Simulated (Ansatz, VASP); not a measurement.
## GaN: VASP beside Ansatz

```
N Ga
1.0
     3.21626    0.00000    0.00000
    -1.60813    2.78536    0.00000
     0.00000    0.00000   26.16077
N Ga
5 5
Cartesian
  0.0000 0.0000 7.5000
  0.0000 1.8569 10.1261
  1.6081 0.9285 12.7521
  0.0000 0.0000 15.3782
  0.0000 1.8569 18.0043
  0.0000 1.8569 8.1565
  1.6081 0.9285 10.7826
  0.0000 0.0000 13.4086
  0.0000 1.8569 16.0347
  1.6081 0.9285 18.6608
```

Alike in both runs: task single point; functional PBE; k mesh 9 × 9 × 3; occupations gaussian, width 0.05 eV; no spin polarisation.

|  | VASP | Ansatz |
| --- | --- | --- |
| version | VASP 6.6.1 | Ansatz 0.2.0 |
| potentials or method | VASP PAW PBE potentials, release 64 (N, Ga_d), cutoff 520 eV | scalar-relativistic, plane waves, PAW |
| valence electrons in the cell | 90 | 90 |

Ansatz gave:

| Property | Result |
| --- | --- |
| gap on the k mesh at the Fermi level (eV) | none |
| rms of the force components (eV/Å) | 0.551 |

Question: Estimate VASP's values.

Answer: gap on the k mesh at the Fermi level (eV): none; rms of the force components (eV/Å): 0.550.

A gap of «none» marks a metal or a gap that the smearing closes.
